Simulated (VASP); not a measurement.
# MgC (P4/mmm) in VASP: further runs

Runs on MgC. Level: PBE. Tasks: single point, relaxation of cell and atoms.

Program: VASP 6.6.1. These are calculated values, not measurements. Logs are shortened: lines on timing, memory, paths and dates and some standing lists are left out, and cuts for length are marked.

### Step 1. The cell of the first run

Symmetry: P4/mmm, No. 123, tetragonal system. The conventional cell has a = 2.795 Å, b = 2.795 Å, c = 2.816 Å, α = 90.00°, β = 90.00°, γ = 90.00°. Within 3.2 Å of Mg (site symmetry 4/mmm) lie 8 C at 2.43 Å and 6 Mg at 2.79 to 2.82 Å. C (site symmetry 4/mmm) has 8 Mg at 2.43 Å and 6 C at 2.79 to 2.82 Å within 3.2 Å.

The cell was built from a structure type or drawn by symmetry, and may not be a known phase.

### Step 2. Single point, PBE

INCAR

```
PREC     = Accurate       # precision mode
ENCUT    = 520            # plane-wave cutoff, eV
EDIFF    = 1E-7           # SCF threshold, eV
ISMEAR   = 0              # smearing method
SIGMA    = 0.1            # smearing width, eV
LREAL    = False          # projectors in reciprocal space
LASPH    = True           # aspherical terms in the spheres
NELM     = 100            # most SCF steps
ALGO     = Normal         # electronic algorithm
ISIF     = 2              # what is computed and relaxed
LWAVE    = False          # write WAVECAR
LCHARG   = False          # write CHGCAR
GGA      = PE             # functional
NBANDS   = 10             # bands
```

KPOINTS

```
regular mesh
0
Gamma
  20 20 18
```

POSCAR

```
MgC
1.0
    2.7949511456      0.0000000000      0.0000000000
    0.0000000000      2.7949511456      0.0000000000
    0.0000000000      0.0000000000      2.8155285789
Mg C
1 1
Direct
    0.0000000000      0.0000000000      0.5000000000
    0.5000000000      0.5000000000      0.0000000000
```

Potentials or basis: VASP PAW PBE potentials, release 64 (Mg, C).

Run with:

```sh
cat potpaw_PBE.64/Mg/POTCAR potpaw_PBE.64/C/POTCAR > POTCAR
mpirun -np 1 vasp_std > vasp.out
```

OUTCAR:

```text
PREC = Accurate
   ENCUT = 520
   EDIFF = 1E-7
   ISMEAR = 0
   LREAL = False
   LASPH = True
   NELM = 100
   ISIF = 2
   GGA = PE

 ion  position               nearest neighbor table
   1  0.000  0.000  0.500-   2 2.43   2 2.43   2 2.43   2 2.43   2 2.43   2 2.43   2 2.43   2 2.43

   2  0.500  0.500  0.000-   1 2.43   1 2.43   1 2.43   1 2.43   1 2.43   1 2.43   1 2.43   1 2.43

  LATTYP: Found a simple tetragonal cell.
 ALAT       =     2.7949511456
 C/A-ratio  =     1.0073623588

  Lattice vectors:

 A1 = (   2.7949511456,   0.0000000000,   0.0000000000)
 A2 = (   0.0000000000,   2.7949511456,   0.0000000000)
 A3 = (   0.0000000000,   0.0000000000,   2.8155285789)

Analysis of symmetry for initial positions (statically):
=====================================================================
 Subroutine PRICEL returns:
 Original cell was already a primitive cell.

 Routine SETGRP: Setting up the symmetry group for a
 simple tetragonal supercell.

 Subroutine GETGRP returns: Found 16 space group operations
 (whereof 16 operations were pure point group operations)
 out of a pool of 16 trial point group operations.

The static configuration has the point symmetry D_4h.

Analysis of symmetry for dynamics (positions and initial velocities):
=====================================================================
 Subroutine PRICEL returns:
 Original cell was already a primitive cell.

 Routine SETGRP: Setting up the symmetry group for a
 simple tetragonal supercell.

 Subroutine GETGRP returns: Found 16 space group operations
 (whereof 16 operations were pure point group operations)
 out of a pool of 16 trial point group operations.

The dynamic configuration has the point symmetry D_4h.

 Subroutine INISYM returns: Found 16 space group operations
 (whereof 16 operations are pure point group operations),
 and found     1 'primitive' translations

----------------------------------------------------------------------------------------

                                     Primitive cell

  volume of cell :      21.9942

  direct lattice vectors                    reciprocal lattice vectors
     2.794951146  0.000000000  0.000000000     0.357788007  0.000000000  0.000000000
     0.000000000  2.794951146  0.000000000     0.000000000  0.357788007  0.000000000
     0.000000000  0.000000000  2.815528579     0.000000000  0.000000000  0.355173095

  length of vectors
     2.794951146  2.794951146  2.815528579     0.357788007  0.357788007  0.355173095

  position of ions in fractional coordinates (direct lattice)
     0.000000000  0.000000000  0.500000000
     0.500000000  0.500000000  0.000000000

  ion indices of the primitive-cell ions
   primitive index   ion index
                 1           1
                 2           2

----------------------------------------------------------------------------------------

 KPOINTS: regular mesh

Automatic generation of k-mesh.
 Grid dimensions read from file:
 generate k-points for:   20   20   18

 Generating k-lattice:

  Cartesian coordinates                     Fractional coordinates (reciprocal lattice)
     0.017889400  0.000000000  0.000000000     0.050000000  0.000000000  0.000000000
     0.000000000  0.017889400  0.000000000     0.000000000  0.050000000  0.000000000
     0.000000000  0.000000000  0.019731839     0.000000000  0.000000000  0.055555556

  Length of vectors
     0.017889400  0.017889400  0.019731839

  Shift w.r.t. Gamma in fractional coordinates (k-lattice)
     0.000000000  0.000000000  0.000000000

 Subroutine IBZKPT returns following result:
 ===========================================

 Found    660 irreducible k-points:

 Following reciprocal coordinates:
            Coordinates               Weight
  0.000000  0.000000  0.000000      1.000000
  0.050000  0.000000  0.000000      4.000000
  0.100000  0.000000  0.000000      4.000000
  0.150000  0.000000  0.000000      4.000000
  0.200000  0.000000  0.000000      4.000000
  0.250000  0.000000  0.000000      4.000000
[... 16 lines left out ...]
  0.150000  0.100000  0.000000      8.000000
  0.200000  0.100000  0.000000      8.000000
 [... further k-points ...]
   k-points           NKPTS =    660   k-points in BZ     NKDIM =    660   number of bands    NBANDS=     10
   number of dos      NEDOS =    301   number of ions     NIONS =      2
   total plane-waves  NPLWV =  13824
   dimension x,y,z NGX =    24 NGY =   24 NGZ =   24
   dimension x,y,z NGXF=    48 NGYF=   48 NGZF=   48
   ions per type =               1   1
   NGX,Y,Z   is equivalent  to a cutoff of  14.28, 14.28, 14.17 a.u.
   NGXF,Y,Z  is equivalent  to a cutoff of  28.55, 28.55, 28.34 a.u.
 SYSTEM =  unknown system
   PREC   = accura    normal or accurate (medium, high low for compatibility)
   ISTART =      0    job   : 0-new  1-cont  2-samecut
   ICHARG =      2    charge: 1-file 2-atom 10-const
   ISPIN  =      1    spin polarized calculation?
   LNONCOLLINEAR =      F non collinear calculations
   LSORBIT =      F    spin-orbit coupling
   LASPH  =      T    aspherical Exc in radial PAW
   ENCUT  =  520.0 eV  38.22 Ry    6.18 a.u.   5.20  5.20  5.24*2*pi/ulx,y,z
   NELM   =    100;   NELMIN=  2; NELMDL= -5     # of ELM steps
   EDIFF  = 0.1E-06   stopping-criterion for ELM
   LREAL  =      F    real-space projection
   EDIFFG = 0.1E-05   stopping-criterion for IOM
   NSW    =      0    number of steps for IOM
   IBRION =     -1    ionic relax: 0-MD 1-quasi-New 2-CG
   NFREE  =      0    steps in history (QN), initial steepest desc. (CG)
   ISIF   =      2    stress and relaxation
   ISYM   =      2    0-nonsym 1-usesym 2-fastsym
   POTIM  = 0.5000    time-step for ionic-motion
   TEBEG  =    0.0;   TEEND  =   0.0 temperature during run
   PSTRESS=    0.0 pullay stress
   NELECT =       6.0000    total number of electrons
   NUPDOWN=      -1.0000    fix difference up-down
   EMIN   =  10.00;   EMAX   =-10.00  energy-range for DOS
   EFERMI =   0.00;   METHOD = LEGACY
   ISMEAR =     0;   SIGMA  =   0.10  broadening in eV -4-tet -1-fermi 0-gaus
   EFERMI_NEDOS =   21; number of points for ismear=-14 and -15
   IALGO  =     38    algorithm
   IMIX   =      4    mixing-type and parameters
     AMIX     =   0.40;   BMIX     =  1.00
     AMIX_MAG =   1.60;   BMIX_MAG =  1.00
  volume/ion in A,a.u.               =      11.00        74.21
  Fermi-wavevector in a.u.,A,eV,Ry     =   1.061750  2.006417 15.338038  1.127314
  Thomas-Fermi vector in A             =   2.197177
   LORBIT       =      0    0 simple, 1 ext, 2 COOP (PROOUT), +10 PAW based schemes
   GGA     = PE    functional components
   LHFCALC =     F    Hartree Fock is set to
   AEXX    =    0.0000 exact exchange contribution
   IVDW    =     0    specifies the selected vdW correction
   LEPSILON=     F    determine dielectric tensor
   LRPA    =     F    only Hartree local field effects (RPA)
 non-spin polarized calculation
 Gauss-broadening in eV      SIGMA  =   0.10
  energy-cutoff  :      520.00
  volume of cell :       21.99
 maximum number of plane-waves:       624
 NGX is ok and might be reduce to    24

 number of electron       6.0000000 magnetization

 Free energy of the ion-electron system (eV)
  ---------------------------------------------------
  ext. energy  EPLUGINS =         0.00000000
  ---------------------------------------------------
  free energy    TOTEN  =        -8.28723745 eV

  energy without entropy =       -8.28352887  energy(sigma->0) =       -8.28538316

 E-fermi :   5.0785     XC(G=0): -10.7910

 val. band max:        5.0770631904   @ k =   0.1000   0.0000   0.0000
 cond. band min:       5.0907291262   @ k =   0.5000   0.2000   0.2222
 fundamental gap:      0.0136659358
 Fermi energy:         5.0785150016

 k-point     1 :       0.0000    0.0000    0.0000
  band No.  band energies     occupation
      1      -7.8885      2.00000
      2       5.9362      0.00000
      3       6.0752      0.00000
      4       6.0752      0.00000
      5      11.1009      0.00000
      6      13.0035      0.00000
      7      13.1146      0.00000
      8      23.3641      0.00000
      9      23.5153      0.00000
     10      23.5153      0.00000

 k-point     2 :       0.0500    0.0000    0.0000
  band No.  band energies     occupation
      1      -7.8508      2.00000
      2       5.7930      0.00000
      3       5.9537      0.00000
      4       6.0924      0.00000
      5      11.2059      0.00000
      6      13.0714      0.00000
      7      13.3050      0.00000
      8      23.2457      0.00000
      9      23.4056      0.00000
     10      23.4885      0.00000

 k-point     3 :       0.1000    0.0000    0.0000
  band No.  band energies     occupation
      1      -7.7386      2.00000
      2       5.0771      1.01638
      3       6.0050      0.00000
      4       6.1430      0.00000
      5      11.4314      0.00000
      6      13.2203      0.00000
      7      13.8730      0.00000
      8      22.8981      0.00000
      9      23.0797      0.00000
     10      23.4380      0.00000

 k-point     4 :       0.1500    0.0000    0.0000
  band No.  band energies     occupation
      1      -7.5540      2.00000
      2       4.1426      2.00000
      3       6.0868      0.00000
      4       6.2234      0.00000
      5      11.6874      0.00000
      6      13.4574      0.00000
      7      14.6326      0.00000
      8      22.3592      0.00000
      9      22.5672      0.00000
     10      23.4503      0.00000
[... 222 lines left out ...]
 k-point    22 :       0.1000    0.1000    0.0000
  band No.  band energies     occupation
      1      -7.5897      2.00000
      2       5.1325      0.44539
      3       5.1994      0.08730
      4       6.0746      0.00000
      5      11.7860      0.00000
      6      13.7202      0.00000
      7      14.2293      0.00000
      8      22.2234      0.00000
      9      22.6353      0.00000
     10      23.7974      0.00000

 k-point    23 :       0.1500    0.1000    0.0000
  band No.  band energies     occupation
      1      -7.4064      2.00000
      2       4.2433      2.00000
      3       5.2736      0.00580
      4       6.1574      0.00000
      5      12.0527      0.00000
      6      13.9870      0.00000
      7      14.8303      0.00000
      8      21.6189      0.00000
      9      22.2561      0.00000
     10      23.9436      0.00000

 k-point    24 :       0.2000    0.1000    0.0000
  band No.  band energies     occupation
      1      -7.1555      2.00000
      2       3.2438      2.00000
      3       5.4121      0.00000
      4       6.2650      0.00000
      5      12.3339      0.00000
      6      14.2320      0.00000
      7      15.4534      0.00000
      8      21.0417      0.00000
      9      21.7113      0.00000
     10      24.1065      0.00000

 [... further k-points ...]

------------------------ aborting loop because EDIFF is reached ----------------------------------------

  FORCE on cell =-STRESS in cart. coord.  units (eV):
  Direction    XX          YY          ZZ          XY          YZ          ZX
  --------------------------------------------------------------------------------------
  -------------------------------------------------------------------------------------
  Total       -0.0409669     -0.0409669     -0.0425575      0.0000000      0.0000000      0.0000000
  in kB       -2.9842498     -2.9842498     -3.1001216      0.0000000      0.0000000      0.0000000
  external PRESSURE =      -3.0228737 kB  Pullay stress =       0.0000000 kB

 VOLUME and BASIS-vectors are now :
 -----------------------------------------------------------------------------
  energy-cutoff  :      520.00
  volume of cell :       21.99
      direct lattice vectors                 reciprocal lattice vectors
     2.794951146  0.000000000  0.000000000     0.357788007  0.000000000  0.000000000
     0.000000000  2.794951146  0.000000000     0.000000000  0.357788007  0.000000000
     0.000000000  0.000000000  2.815528579     0.000000000  0.000000000  0.355173095

 POSITION                                       TOTAL-FORCE (eV/Angst)
 -----------------------------------------------------------------------------------
      0.00000      0.00000      1.40776         0.000000      0.000000      0.000000
      1.39748      1.39748      0.00000         0.000000      0.000000      0.000000
 -----------------------------------------------------------------------------------
    total drift:                                0.000000     -0.000000     -0.000000

  FREE ENERGIE OF THE ION-ELECTRON SYSTEM (eV)
  ---------------------------------------------------
  free  energy   TOTEN  =        -8.2872374471 eV

  energy  without entropy=       -8.2835288729  energy(sigma->0) =       -8.28538316
```

Run time: 38 s. Hardware: 1 thread of Intel Xeon 6975P-C (Granite Rapids), shared host; peak memory 0.28 GiB.

What came out:

```
Free energy            : -8.2872 eV
Pressure               : -0.3 GPa
Band gap on the k mesh : zero (bands 3 and 4 overlap by 4.15 eV)
```

Levels at points of the mesh, in eV from the Fermi level:
```tsv
k point	band 1	band 2	band 3	band 4	band 5	band 6	band 7
(0.00, 0.00, 0.00)	-12.97	0.86	1.00	1.00	6.02	7.92	8.04
(0.50, 0.00, 0.00)	-10.54	-6.18	1.68	1.80	8.65	10.49	11.99
(0.50, 0.50, 0.00)	-8.58	-3.98	-3.98	2.61	2.66	12.26	12.26
(0.00, 0.00, 0.50)	-10.60	-6.22	1.77	1.77	8.75	10.49	11.99
(0.50, 0.00, 0.50)	-8.64	-4.03	-4.00	2.58	2.69	12.32	12.40
(0.50, 0.50, 0.50)	-6.70	-2.42	-2.42	-2.38	4.95	4.95	4.98
```

### Step 3. Relaxation of cell and atoms, PBE

This run uses another cell than the first one, of the same volume but with other edges.

INCAR

```
ALGO = Normal ; EDIFF = 1E-6
EDIFFG = -0.01 ; ENCUT = 600
GGA = PE ; IBRION = 2
ISIF = 3 ; ISMEAR = 0
LASPH = T ; LCHARG = F
LREAL = F ; LWAVE = F
NELM = 100 ; NSW = 100
PREC = Accurate ; SIGMA = 0.1
```

KPOINTS

```
k-points
0
Gamma
  20 20 18
```

POSCAR

```
MgC
1.0
    2.7410422475      0.0000000000      0.0000000000
    0.0000000000      2.7410422475      0.0000000000
    0.0000000000      0.0000000000      2.9267487284
Mg C
1 1
Direct
    0.0000000000      0.0000000000      0.5000000000
    0.5000000000      0.5000000000      0.0000000000
```

Potentials or basis: VASP PAW PBE potentials, release 64 (Mg, C).

Run with:

```sh
cat potpaw_PBE.64/Mg/POTCAR potpaw_PBE.64/C/POTCAR > POTCAR
mpirun -np 1 vasp_std > vasp.out
```

OUTCAR:

```text
EDIFF = 1E-6
   EDIFFG = -0.01
   ENCUT = 600
   GGA = PE
   IBRION = 2
   ISIF = 3
   ISMEAR = 0
   LASPH = T
   LREAL = F
   NELM = 100
   NSW = 100
   PREC = Accurate

 ion  position               nearest neighbor table
   1  0.000  0.000  0.500-   2 2.43   2 2.43   2 2.43   2 2.43   2 2.43   2 2.43   2 2.43   2 2.43

   2  0.500  0.500  0.000-   1 2.43   1 2.43   1 2.43   1 2.43   1 2.43   1 2.43   1 2.43   1 2.43

  LATTYP: Found a simple tetragonal cell.
 ALAT       =     2.7410422475
 C/A-ratio  =     1.0677503169

  Lattice vectors:

 A1 = (   2.7410422475,   0.0000000000,   0.0000000000)
 A2 = (   0.0000000000,   2.7410422475,   0.0000000000)
 A3 = (   0.0000000000,   0.0000000000,   2.9267487284)

Analysis of symmetry for initial positions (statically):
=====================================================================
 Subroutine PRICEL returns:
 Original cell was already a primitive cell.

 Routine SETGRP: Setting up the symmetry group for a
 simple tetragonal supercell.

 Subroutine GETGRP returns: Found 16 space group operations
 (whereof 16 operations were pure point group operations)
 out of a pool of 16 trial point group operations.

The static configuration has the point symmetry D_4h.

Analysis of symmetry for dynamics (positions and initial velocities):
[... 169 lines left out ...]
  Total        0.1825499      0.1825499     -0.5650558      0.0000000     -0.0000000      0.0000000
  in kB       13.3007249     13.3007249    -41.1703929      0.0000000     -0.0000000      0.0000000
  external PRESSURE =      -4.8563144 kB  Pullay stress =       0.0000000 kB
[... 239 lines left out ...]
--------------------------------------- Ionic step        8  -------------------------------------------

 number of electron       6.0000000 magnetization

 Free energy of the ion-electron system (eV)
  ---------------------------------------------------
  ext. energy  EPLUGINS =         0.00000000
  ---------------------------------------------------
  free energy    TOTEN  =        -8.28776939 eV

  energy without entropy =       -8.28411158  energy(sigma->0) =       -8.28594048

 E-fermi :   5.1031     XC(G=0): -10.8046

 val. band max:        5.0970954581   @ k =   0.1500   0.0500   0.3333
 cond. band min:       5.1040475869   @ k =   0.5000   0.0000   0.1667
 fundamental gap:      0.0069521288
 Fermi energy:         5.1030883481

 k-point     1 :       0.0000    0.0000    0.0000
  band No.  band energies     occupation
      1      -7.8846      2.00000
      2       5.9386      0.00000
      3       6.1172      0.00000
      4       6.1172      0.00000
      5      11.1624      0.00000
      6      13.0238      0.00000
      7      13.1628      0.00000
[... 221 lines left out ...]
 k-point    24 :       0.2000    0.1000    0.0000
  band No.  band energies     occupation
      1      -7.1481      2.00000
      2       3.2770      2.00000
      3       5.4524      0.00000
      4       6.2702      0.00000
      5      12.3703      0.00000
      6      14.2771      0.00000
      7      15.5124      0.00000

 [... further k-points ...]

------------------------ aborting loop because EDIFF is reached ----------------------------------------

  FORCE on cell =-STRESS in cart. coord.  units (eV):
  Direction    XX          YY          ZZ          XY          YZ          ZX
  --------------------------------------------------------------------------------------
  -------------------------------------------------------------------------------------
  Total        0.0050345      0.0050345     -0.0147684      0.0000000      0.0000000      0.0000000
  in kB        0.3679354      0.3679354     -1.0793185      0.0000000      0.0000000      0.0000000
  external PRESSURE =      -0.1144825 kB  Pullay stress =       0.0000000 kB
[... 17 lines left out ...]
  FREE ENERGIE OF THE ION-ELECTRON SYSTEM (eV)
  ---------------------------------------------------
  free  energy   TOTEN  =        -8.2877693874 eV

  energy  without entropy=       -8.2841115780  energy(sigma->0) =       -8.28594048

 reached required accuracy - stopping structural energy minimisation
```

It took 98 s on 1 thread of Intel Xeon 6975P-C (Granite Rapids), shared host; peak memory 0.28 GiB.

What came out:

* Free energy: -8.2878 eV
* Relaxed volume: 10.96 Å³/atom
* Relaxed cell: a = 2.790 Å, b = 2.790 Å, c = 2.816 Å, α = 90.00°, β = 90.00°, γ = 90.00°
* Space group after relaxing (to 0.1 Å): Pm-3m (No. 221)
* Energy gained by relaxing: 7.8 meV/atom
* Ionic steps: 8
* Pressure after relaxing: 0.0 GPa
* Band gap on the k mesh: zero (bands 3 and 4 overlap by 4.16 eV)

Step by step:
| step | energy change (eV) | largest force (eV/Å) | pressure (GPa) | volume (Å³) |
| --- | --- | --- | --- | --- |
| 1 | 0.0000 | 0.0000 | -0.49 | 21.99 |
| 2 | -0.0084 | 0.0000 | 0.11 | 21.88 |
| 3 | -0.0143 | 0.0000 | 0.95 | 21.73 |
| 4 | -0.0146 | 0.0000 | 1.18 | 21.69 |
| 5 | -0.0155 | 0.0000 | -0.39 | 22.00 |
| 6 | -0.0156 | 0.0000 | -0.08 | 21.93 |
| 7 | -0.0156 | 0.0000 | -0.06 | 21.93 |
| 8 | -0.0156 | 0.0000 | -0.01 | 21.92 |

Final structure:
```xyz
2
Lattice="2.7900 0.0000 0.0000 0.0000 2.7900 0.0000 0.0000 0.0000 2.8163" Properties=species:S:1:pos:R:3 pbc="T T T"
Mg    0.0000    2.7900    1.4082
C     1.3950    1.3950    2.8163
```
